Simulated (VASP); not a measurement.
Crystal: TaN.

```xyz
2
Lattice="0.0000 2.2113 2.2113 2.2113 0.0000 2.2113 2.2113 2.2113 0.0000" Properties=species:S:1:pos:R:3 pbc="T T T"
Ta    2.2113    2.2113    2.2113
N     0.0000    0.0000    0.0000
```

* Program: VASP 6.6.1
* Task: relaxation of cell and atoms
* Functional: r2SCAN
* Dispersion: rVV10
* Potentials or basis: VASP PAW PBE potentials, release 64 (Ta_pv, N)
* Cutoff: 660 eV
* k mesh: 10 × 10 × 10
* Occupations: fermi-dirac, width 0.05 eV
* Spin: no spin polarisation

At the start: pressure -5.8 GPa; volume 10.81 Å³/atom.

**Question.** Where does the relaxation end?

**Answer.** Over 3 steps the energy falls by 3.4 meV/atom and the volume is 10.63 Å³/atom (-1.7 %); space group Fm-3m (No. 225, to 0.05 Å).

The path:
```csv
step,energy change (eV),largest force (eV/Å),pressure (GPa),volume (Å³)
1,0.0000,0.0000,-5.83,21.63
2,0.0333,0.0000,15.79,20.42
3,-0.0068,0.0000,-0.09,21.27
```

Final structure:
```
Ta N
1.0
     0.00000    2.19899    2.19899
     2.19899    0.00000    2.19899
     2.19899    2.19899    0.00000
Ta N
1 1
Cartesian
  2.1990 2.1990 2.1990
  0.0000 0.0000 0.0000
```

Caveat: the PAW data sets were made with another functional, which shifts forces and pressure a little.
